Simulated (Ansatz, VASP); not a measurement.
**Two plane-wave programs on Mo6CO**

```
Mo C O
1.0
     4.46958    0.00000    0.00000
    -2.23479    3.87077    0.00000
     0.00000    0.00000   22.25957
Mo C O
6 1 1
Cartesian
  2.2348 1.2903 4.0000
  0.0000 2.5805 4.9123
  0.0000 0.0000 5.8247
  2.2348 1.2903 6.6566
  0.0000 2.5805 7.4686
  0.0000 0.0000 8.2596
  0.0000 1.2903 10.3196
  0.0000 2.4107 10.6198
```

Alike in both runs: task single point; functional PBE; k mesh 6 × 6 × 1; occupations gaussian, width 0.1 eV; no spin polarisation.

|  | VASP | Ansatz |
| --- | --- | --- |
| version | VASP 6.6.1 | Ansatz 0.2.0 |
| potentials or method | VASP PAW PBE potentials, release 64 (Mo_sv, C, O), cutoff 520 eV | scalar-relativistic, plane waves, PAW |
| valence electrons in the cell | 94 | 94 |

|  | VASP | Ansatz | Ansatz less VASP |
| --- | --- | --- | --- |
| rms of the force components (eV/Å) | 0.728 | 0.707 | -0.0212 |

Atom by atom the forces differ by 0.229 eV/Å (rms over components).

Noted on VASP's run: the standard files for N, O and F lose accuracy on very short bonds.
